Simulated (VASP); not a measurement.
Write the native input for VASP 6.6.1 that does the following.

```
Task                   : single point
Functional             : revPBE
Potentials or basis    : VASP PAW PBE potentials, release 64 (Pb_d)
Cutoff                 : 520 eV
k mesh                 : 9 × 9 × 9
Occupations            : fermi-dirac, width 0.05 eV
Spin                   : no spin polarisation
Dipole correction      : no
Further INCAR settings : ALGO = Normal; EDIFF = 1e-06; NBANDS = 13
```

The structure of Pb lies in POSCAR:

```
Pb
1.0
    0.0000000000      2.4584086270      2.4584086270
    2.4584086270      0.0000000000      2.4584086270
    2.4584086270      2.4584086270      0.0000000000
Pb
1
Direct
    0.0000000000      0.0000000000      0.0000000000
```

The input as run:

INCAR

```
  PREC = Accurate
  ENCUT = 520
  EDIFF = 1E-6
  ISMEAR = -1
  SIGMA = 0.05
  LREAL = False
  LASPH = True
  NELM = 100
  ALGO = Normal
  ISIF = 2
  LWAVE = False
  LCHARG = False
  GGA = RE
  NBANDS = 13
```

KPOINTS

```
regular mesh
0
Gamma
  9 9 9
```

Potentials or basis: VASP PAW PBE potentials, release 64 (Pb_d).

The run is started by

```sh
$ cat potpaw_PBE.64/Pb_d/POTCAR > POTCAR
$ mpirun -np 1 vasp_std > vasp.out
```

Results of the run:

```json
{"Pressure": "4.5 GPa", "Band gap on the k mesh": "zero (band 7 reaches 15.20 eV, above the bottom of band 8 at 6.02 eV)"}
```

Caveat: the PAW data sets were made with another functional, which shifts forces and pressure a little; spin-orbit coupling is left out, which moves the levels of the heavy elements.

Run time: 5.8 s on 1 thread of Intel(R) Xeon(R) 6975P-C (Granite Rapids), on a shared host, peak memory 0.16 GiB.
